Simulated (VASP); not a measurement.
A run of VASP 6.6.1:

Contents of INCAR:

```
PREC = Accurate ; ENCUT = 600
EDIFF = 1E-6 ; ISMEAR = 0
SIGMA = 0.1 ; LREAL = False
LASPH = True ; NELM = 60
ALGO = Normal ; ISIF = 3
LWAVE = False ; LCHARG = False
GGA = PE ; IBRION = 2
NSW = 90 ; EDIFFG = -0.04
```

File KPOINTS:

```
Automatic mesh
0
Gamma
  6 6 2
```

POSCAR

```
Al5GaN6
1.0
    2.9016782789      0.0000000000      0.0000000000
   -1.4508391395      2.5129271031      0.0000000000
    0.0000000000      0.0000000000     14.2254999648
Al Ga N
5 1 6
Direct
    0.3333333333      0.6666666667      0.8350074997
    0.6666666667      0.3333333333      0.6699970336
    0.3333333333      0.6666666667      0.3300029664
    0.6666666667      0.3333333333      0.1649925003
    0.0000000000      0.0000000000      0.0000000000
    0.0000000000      0.0000000000      0.5000000000
    0.6666666667      0.3333333333      0.9175102970
    0.0000000000      0.0000000000      0.7525591861
    0.3333333333      0.6666666667      0.5889522165
    0.6666666667      0.3333333333      0.4110477835
    0.0000000000      0.0000000000      0.2474408139
    0.3333333333      0.6666666667      0.0824897030
```

Potentials or basis: VASP PAW PBE potentials, release 64 (Al, Ga_d, N).

Run with:

```bash
$ cat potpaw_PBE.64/Al/POTCAR potpaw_PBE.64/Ga_d/POTCAR potpaw_PBE.64/N/POTCAR > POTCAR
$ mpirun -np 1 vasp_std > vasp.out
```

Hardware: 1 thread of Intel Xeon 8259CL (shared host).

Problem. How long does it take, and how much memory?

Solution. Wall time 2.6 min on 1 thread of Intel Xeon 8259CL, with other jobs on the host, peak memory 0.29 GiB. Counts: scf iterations 20, k points 14, ion steps 2.
